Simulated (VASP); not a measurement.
Input of a VASP 6.6.1 run:

Contents of INCAR:

```
SYSTEM = Ba2BiSb2
PREC = Accurate
ENCUT = 520
EDIFF = 1E-6
ISMEAR = -1
SIGMA = 0.1
LREAL = .False.
LASPH = .True.
NELM = 80
ALGO = Normal
ISIF = 2
LWAVE = .False.
LCHARG = .False.
GGA = PE
NBANDS = 30
```

KPOINTS

```
Automatic mesh
0
Gamma
  8 8 8
  0 0 0
```

POSCAR

```
Ba2BiSb2
1.0
   -2.3911990000      3.8277310000      4.9291780000
    4.7823980000      0.0000000000      0.0000000000
    2.3911990000      3.8277310000     -4.9291780000
Bi Ba Sb
1 2 2
Direct
    0.0000000000      0.0000000000      0.0000000000
    0.7202100000      0.2202100000      0.2797900000
    0.2797900000      0.7797900000      0.7202100000
    0.7016000000      0.5000000000      0.7016000000
    0.2984000000      0.5000000000      0.2984000000
```

Potentials or basis: VASP PAW PBE potentials, release 64 (Bi_d, Ba_sv, Sb).

Launch:

```sh
$ cat potpaw_PBE.64/Bi_d/POTCAR potpaw_PBE.64/Ba_sv/POTCAR potpaw_PBE.64/Sb/POTCAR > POTCAR
$ mpirun -np 1 vasp_std > vasp.out
```

Problem. What does it give for the largest force?

Solution. 0.073 eV/Å.

Problem. Estimate the band gap on the k mesh.

Solution. Zero (an odd number of electrons rules out a gap without spin polarisation).

Problem. Predict the pressure.

Solution. 1.8 GPa.

Forces in eV/Å, atoms in the order of the input:
```
Bi   0.000  0.000  0.000
Ba   0.000  0.000 -0.034
Ba   0.000  0.000  0.034
Sb   0.000  0.073  0.000
Sb   0.000 -0.073  0.000
```

Caveat: spin-orbit coupling is left out, which moves the levels of the heavy elements.
